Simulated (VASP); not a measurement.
# NaB (Fm-3m) in VASP: a series of runs

Runs on NaB. Level: LDA. Tasks: single point.

Program: VASP 6.6.1. These are calculated values, not measurements. Logs are shortened: lines on timing, memory, paths and dates and some standing lists are left out, and cuts for length are marked.

## 1. The cell of the first run

Symmetry: Fm-3m, No. 225, cubic system. Conventional cell: a = 4.689 Å, b = 4.689 Å, c = 4.689 Å, α = 90.00°, β = 90.00°, γ = 90.00°. Within 3.1 Å of Na (site symmetry m-3m) lie 6 B at 2.34 Å. B (site symmetry m-3m) has 6 Na at 2.34 Å within 3.1 Å.

## 2. Single point, LDA

Input file INCAR:

```
PREC = Accurate ; ENCUT = 520
EDIFF = 1E-6 ; ISMEAR = 1
SIGMA = 0.02 ; LREAL = F
LASPH = T ; NELM = 60
ALGO = Normal ; ISIF = 2
LWAVE = F ; LCHARG = F
GGA = CA ; NBANDS = 12
```

Input file KPOINTS:

```
regular mesh
0
Gamma
  4 4 4
```

Input file POSCAR:

```
NaB
1.0
    0.0000000000      2.3442870568      2.3442870568
    2.3442870568      0.0000000000      2.3442870568
    2.3442870568      2.3442870568      0.0000000000
Na B
1 1
Direct
    0.0000000000      0.0000000000      0.0000000000
    0.5000000000      0.5000000000      0.5000000000
```

Potentials or basis: VASP PAW LDA potentials, release 64 (Na_pv, B).

Command:

```sh
$ cat potpaw_LDA.64/Na_pv/POTCAR potpaw_LDA.64/B/POTCAR > POTCAR
$ mpirun -np 1 vasp_std > vasp.out
```

OUTCAR:

```text
PREC = Accurate
   ENCUT = 520
   EDIFF = 1E-6
   ISMEAR = 1
   LREAL = F
   LASPH = T
   NELM = 60
   ISIF = 2
   GGA = CA

 ion  position               nearest neighbor table
   1  0.000  0.000  0.000-   2 2.34   2 2.34   2 2.34   2 2.34   2 2.34   2 2.34
   2  0.500  0.500  0.500-   1 2.34   1 2.34   1 2.34   1 2.34   1 2.34   1 2.34

  LATTYP: Found a face centered cubic cell.
 ALAT       =     4.6885741136

  Lattice vectors:

 A1 = (   0.0000000000,   2.3442870568,   2.3442870568)
 A2 = (   2.3442870568,   0.0000000000,   2.3442870568)
 A3 = (   2.3442870568,   2.3442870568,   0.0000000000)

Analysis of symmetry for initial positions (statically):
=====================================================================
 Subroutine PRICEL returns:
 Original cell was already a primitive cell.

 Routine SETGRP: Setting up the symmetry group for a
 face centered cubic supercell.

 Subroutine GETGRP returns: Found 48 space group operations
 (whereof 48 operations were pure point group operations)
 out of a pool of 48 trial point group operations.

The static configuration has the point symmetry O_h .

Analysis of symmetry for dynamics (positions and initial velocities):
=====================================================================
 Subroutine PRICEL returns:
 Original cell was already a primitive cell.

 Routine SETGRP: Setting up the symmetry group for a
 face centered cubic supercell.

 Subroutine GETGRP returns: Found 48 space group operations
 (whereof 48 operations were pure point group operations)
 out of a pool of 48 trial point group operations.

The dynamic configuration has the point symmetry O_h .

 Subroutine INISYM returns: Found 48 space group operations
 (whereof 48 operations are pure point group operations),
 and found     1 'primitive' translations

----------------------------------------------------------------------------------------

                                     Primitive cell

  volume of cell :      25.7669

  direct lattice vectors                    reciprocal lattice vectors
     0.000000000  2.344287057  2.344287057    -0.213284460  0.213284460  0.213284460
     2.344287057  0.000000000  2.344287057     0.213284460 -0.213284460  0.213284460
     2.344287057  2.344287057  0.000000000     0.213284460  0.213284460 -0.213284460

  length of vectors
     3.315322550  3.315322550  3.315322550     0.369419522  0.369419522  0.369419522

  position of ions in fractional coordinates (direct lattice)
     0.000000000  0.000000000  0.000000000
     0.500000000  0.500000000  0.500000000

  ion indices of the primitive-cell ions
   primitive index   ion index
                 1           1
                 2           2

----------------------------------------------------------------------------------------

 KPOINTS: regular mesh

Automatic generation of k-mesh.
 Grid dimensions read from file:
 generate k-points for:    4    4    4

 Generating k-lattice:

  Cartesian coordinates                     Fractional coordinates (reciprocal lattice)
    -0.053321115  0.053321115  0.053321115     0.250000000  0.000000000  0.000000000
     0.053321115 -0.053321115  0.053321115     0.000000000  0.250000000  0.000000000
     0.053321115  0.053321115 -0.053321115     0.000000000  0.000000000  0.250000000

  Length of vectors
     0.092354880  0.092354880  0.092354880

  Shift w.r.t. Gamma in fractional coordinates (k-lattice)
     0.000000000  0.000000000  0.000000000

 Subroutine IBZKPT returns following result:
 ===========================================

 Found      8 irreducible k-points:

 Following reciprocal coordinates:
            Coordinates               Weight
  0.000000  0.000000  0.000000      1.000000
  0.250000  0.000000  0.000000      8.000000
  0.500000  0.000000  0.000000      4.000000
  0.250000  0.250000  0.000000      6.000000
  0.500000  0.250000  0.000000     24.000000
 -0.250000  0.250000  0.000000     12.000000
  0.500000  0.500000  0.000000      3.000000
 -0.250000  0.500000  0.250000      6.000000
   k-points           NKPTS =      8   k-points in BZ     NKDIM =      8   number of bands    NBANDS=     12
   number of dos      NEDOS =    301   number of ions     NIONS =      2
   total plane-waves  NPLWV =  21952
   dimension x,y,z NGX =    28 NGY =   28 NGZ =   28
   dimension x,y,z NGXF=    56 NGYF=   56 NGZF=   56
   ions per type =               1   1
   NGX,Y,Z   is equivalent  to a cutoff of  14.04, 14.04, 14.04 a.u.
   NGXF,Y,Z  is equivalent  to a cutoff of  28.08, 28.08, 28.08 a.u.
 SYSTEM =  unknown system
   PREC   = accura    normal or accurate (medium, high low for compatibility)
   ISTART =      0    job   : 0-new  1-cont  2-samecut
   ICHARG =      2    charge: 1-file 2-atom 10-const
   ISPIN  =      1    spin polarized calculation?
   LNONCOLLINEAR =      F non collinear calculations
   LSORBIT =      F    spin-orbit coupling
   LASPH  =      T    aspherical Exc in radial PAW
   ENCUT  =  520.0 eV  38.22 Ry    6.18 a.u.   6.16  6.16  6.16*2*pi/ulx,y,z
   NELM   =     60;   NELMIN=  2; NELMDL= -5     # of ELM steps
   EDIFF  = 0.1E-05   stopping-criterion for ELM
   LREAL  =      F    real-space projection
   EDIFFG = 0.1E-04   stopping-criterion for IOM
   NSW    =      0    number of steps for IOM
   IBRION =     -1    ionic relax: 0-MD 1-quasi-New 2-CG
   NFREE  =      0    steps in history (QN), initial steepest desc. (CG)
   ISIF   =      2    stress and relaxation
   ISYM   =      2    0-nonsym 1-usesym 2-fastsym
   POTIM  = 0.5000    time-step for ionic-motion
   TEBEG  =    0.0;   TEEND  =   0.0 temperature during run
   PSTRESS=    0.0 pullay stress
   NELECT =      10.0000    total number of electrons
   NUPDOWN=      -1.0000    fix difference up-down
   EMIN   =  10.00;   EMAX   =-10.00  energy-range for DOS
   EFERMI =   0.00;   METHOD = LEGACY
   ISMEAR =     1;   SIGMA  =   0.02  broadening in eV -4-tet -1-fermi 0-gaus
   EFERMI_NEDOS =   21; number of points for ismear=-14 and -15
   IALGO  =     38    algorithm
   IMIX   =      4    mixing-type and parameters
     AMIX     =   0.40;   BMIX     =  1.00
     AMIX_MAG =   1.60;   BMIX_MAG =  1.00
  volume/ion in A,a.u.               =      12.88        86.94
  Fermi-wavevector in a.u.,A,eV,Ry     =   1.194137  2.256591 19.401397  1.425962
  Thomas-Fermi vector in A             =   2.330134
   LORBIT       =      0    0 simple, 1 ext, 2 COOP (PROOUT), +10 PAW based schemes
   GGA     = CA    functional components
   LHFCALC =     F    Hartree Fock is set to
   AEXX    =    0.0000 exact exchange contribution
   IVDW    =     0    specifies the selected vdW correction
   LEPSILON=     F    determine dielectric tensor
   LRPA    =     F    only Hartree local field effects (RPA)
 non-spin polarized calculation
 Methfessel and Paxton  Order N= 1 SIGMA  =   0.02
  energy-cutoff  :      520.00
  volume of cell :       25.77
 maximum number of plane-waves:       701
 NGX is ok and might be reduce to    28
   NGX = 13   NGY = 13   NGZ = 13

 number of electron      10.0000002 magnetization

 Free energy of the ion-electron system (eV)
  ---------------------------------------------------
  ext. energy  EPLUGINS =         0.00000000
  ---------------------------------------------------
  free energy    TOTEN  =        -4.42340975 eV

  energy without entropy =       -4.42263610  energy(sigma->0) =       -4.42315187

 E-fermi :   2.9940     XC(G=0): -10.2050

 val. band max:        2.9877919638   @ k =  -0.2500   0.2500   0.0000
 cond. band min:       3.2719626529   @ k =   0.5000   0.2500   0.0000
 fundamental gap:      0.2841706890
 Fermi energy:         2.9940228234

 k-point     1 :       0.0000    0.0000    0.0000
  band No.  band energies     occupation
      1     -19.9683      2.00000
      2     -19.9683      2.00000
      3     -19.9683      2.00000
      4      -5.7507      2.00000
      5       6.2186      0.00000
      6       6.2186      0.00000
      7       6.2186      0.00000
      8      14.6089      0.00000
      9      14.6089      0.00000
     10      14.6089      0.00000
     11      15.2606      0.00000
     12      17.6270      0.00000

 k-point     2 :       0.2500    0.0000    0.0000
  band No.  band energies     occupation
      1     -20.0653      2.00000
      2     -19.9763      2.00000
      3     -19.9763      2.00000
      4      -4.6324      2.00000
      5       3.3515     -0.00000
      6       5.5865      0.00000
      7       5.5865      0.00000
      8      12.6792      0.00000
      9      15.7632      0.00000
     10      15.7632      0.00000
     11      16.6070      0.00000
     12      19.0343      0.00000

 k-point     3 :       0.5000    0.0000    0.0000
  band No.  band energies     occupation
      1     -20.1584      2.00000
      2     -19.9842      2.00000
      3     -19.9842      2.00000
      4      -2.4343      2.00000
      5      -0.0988      2.00000
      6       5.0711      0.00000
      7       5.0711      0.00000
      8      12.2135      0.00000
      9      15.7579      0.00000
     10      15.7579      0.00000
     11      17.7840      0.00000
     12      20.5514      0.00000

 k-point     4 :       0.2500    0.2500    0.0000
  band No.  band energies     occupation
      1     -20.0557      2.00000
      2     -19.9991      2.00000
      3     -19.9991      2.00000
      4      -4.2998      2.00000
      5       3.7378      0.00000
      6       4.9786      0.00000
      7       4.9786      0.00000
      8      10.8142      0.00000
      9      15.0689      0.00000
     10      17.0761      0.00000
     11      17.9971      0.00000
     12      17.9971      0.00000

 k-point     5 :       0.5000    0.2500    0.0000
  band No.  band energies     occupation
      1     -20.1198      2.00000
      2     -20.0343      2.00000
      3     -20.0073      2.00000
      4      -2.3123      2.00000
      5       1.2206      2.00000
      6       3.2720     -0.00000
      7       4.5668      0.00000
      8      11.6961      0.00000
      9      14.8471      0.00000
     10      16.3165      0.00000
     11      18.1459      0.00000
     12      20.9464      0.00000

 k-point     6 :      -0.2500    0.2500    0.0000
  band No.  band energies     occupation
      1     -20.1018      2.00000
      2     -20.0402      2.00000
      3     -19.9845      2.00000
      4      -3.0322      2.00000
      5       2.1481      2.00000
      6       2.9878      1.50000
      7       5.0739      0.00000
      8      13.8875      0.00000
      9      13.9998      0.00000
     10      16.8852      0.00000
     11      17.7539      0.00000
     12      17.9995      0.00000

 k-point     7 :       0.5000    0.5000    0.0000
  band No.  band energies     occupation
      1     -20.1342      2.00000
      2     -20.0303      2.00000
      3     -20.0303      2.00000
      4      -1.7060      2.00000
      5       0.6660      2.00000
      6       4.1551      0.00000
      7       4.1551      0.00000
      8       9.1592      0.00000
      9      12.5671      0.00000
     10      18.3237      0.00000
     11      21.8880      0.00000
     12      21.8880      0.00000

 k-point     8 :      -0.2500    0.5000    0.2500
  band No.  band energies     occupation
      1     -20.0819      2.00000
      2     -20.0819      2.00000
      3     -20.0324      2.00000
      4      -1.4308      2.00000
      5       1.8617      2.00000
      6       1.8617      2.00000
      7       3.3667     -0.00000
      8      14.0560      0.00000
      9      14.0560      0.00000
     10      14.5747      0.00000
     11      18.2362      0.00000
     12      22.5629      0.00000

------------------------ aborting loop because EDIFF is reached ----------------------------------------

  FORCE on cell =-STRESS in cart. coord.  units (eV):
  Direction    XX          YY          ZZ          XY          YZ          ZX
  --------------------------------------------------------------------------------------
  -------------------------------------------------------------------------------------
  Total        3.2531133      3.2531133      3.2531133     -0.0000000      0.0000000     -0.0000000
  in kB      202.2774196    202.2774196    202.2774196     -0.0000000      0.0000000     -0.0000000
  external PRESSURE =     202.2774196 kB  Pullay stress =       0.0000000 kB

 VOLUME and BASIS-vectors are now :
 -----------------------------------------------------------------------------
  energy-cutoff  :      520.00
  volume of cell :       25.77
      direct lattice vectors                 reciprocal lattice vectors
     0.000000000  2.344287057  2.344287057    -0.213284460  0.213284460  0.213284460
     2.344287057  0.000000000  2.344287057     0.213284460 -0.213284460  0.213284460
     2.344287057  2.344287057  0.000000000     0.213284460  0.213284460 -0.213284460

 POSITION                                       TOTAL-FORCE (eV/Angst)
 -----------------------------------------------------------------------------------
      0.00000      0.00000      0.00000         0.000000      0.000000      0.000000
      2.34429      2.34429      2.34429         0.000000     -0.000000     -0.000000
 -----------------------------------------------------------------------------------
    total drift:                               -0.000000      0.000000      0.000000

  FREE ENERGIE OF THE ION-ELECTRON SYSTEM (eV)
  ---------------------------------------------------
  free  energy   TOTEN  =        -4.4234097541 eV

  energy  without entropy=       -4.4226361023  energy(sigma->0) =       -4.42315187
```

Wall time 3.5 s (1 thread of Intel Xeon 6975P-C, shared host); peak memory 0.13 GiB.

Results:

| Quantity | Value |
| --- | --- |
| Free energy | -4.4234 eV |
| Pressure | 20.2 GPa |
| Band gap on the k mesh | zero (band 5 reaches 6.22 eV, above the bottom of band 6 at 1.86 eV) |

Levels at points of the mesh, in eV from the Fermi level:
```
           k point  band 2  band 3  band 4  band 5  band 6  band 7  band 8  band 9
(0.00, 0.00, 0.00)  -22.96  -22.96   -8.74    3.22    3.22    3.22   11.61   11.61
(0.50, 0.00, 0.00)  -22.98  -22.98   -5.43   -3.09    2.08    2.08    9.22   12.76
(0.50, 0.50, 0.00)  -23.02  -23.02   -4.70   -2.33    1.16    1.16    6.17    9.57
```

Caveat: the k points lie up to 0.58 Å⁻¹ apart.

## 3. Single point, LDA

This run uses another cell than the first one, of 15.67 Å³/atom, 1.216 times its volume.

Input file INCAR:

```
SYSTEM = NaB
PREC = Accurate
ENCUT = 520
EDIFF = 1E-7
ISMEAR = 1
SIGMA = 0.02
LREAL = .FALSE.
LASPH = .TRUE.
NELM = 100
ALGO = Normal
ISIF = 2
LWAVE = .FALSE.
LCHARG = .FALSE.
GGA = CA
NBANDS = 12
```

Input file KPOINTS:

```
Automatic mesh
0
G
  4 4 4
  0 0 0
```

Input file POSCAR:

```
NaB
1.0
    0.0000000000      2.5022436514      2.5022436514
    2.5022436514      0.0000000000      2.5022436514
    2.5022436514      2.5022436514      0.0000000000
Na B
1 1
Direct
    0.0000000000      0.0000000000      0.0000000000
    0.5000000000      0.5000000000      0.5000000000
```

Potentials or basis: VASP PAW LDA potentials, release 64 (Na_pv, B).

Command:

```sh
$ cat potpaw_LDA.64/Na_pv/POTCAR potpaw_LDA.64/B/POTCAR > POTCAR
$ mpirun -np 1 vasp_std > vasp.out
```

Wall time 4.2 s (1 thread of Intel Xeon 6975P-C, shared host); peak memory 0.13 GiB.

Results (log left out):

| Item | Value |
| --- | --- |
| Free energy | -4.8253 eV |
| Pressure | 5.1 GPa |
| Band gap on the k mesh | zero (band 5 reaches 4.49 eV, above the bottom of band 6 at 0.88 eV) |

Levels at points of the mesh, in eV from the Fermi level:
```tsv
k point	band 2	band 3	band 4	band 5	band 6	band 7	band 8	band 9
(0.00, 0.00, 0.00)	-23.08	-23.08	-8.03	2.62	2.62	2.62	9.54	10.75
(0.50, 0.00, 0.00)	-23.09	-23.09	-5.44	-2.66	1.77	1.77	7.94	11.30
(0.50, 0.50, 0.00)	-23.11	-23.11	-4.81	-2.04	0.90	0.90	5.98	7.90
```

Caveat: the k points lie up to 0.54 Å⁻¹ apart.
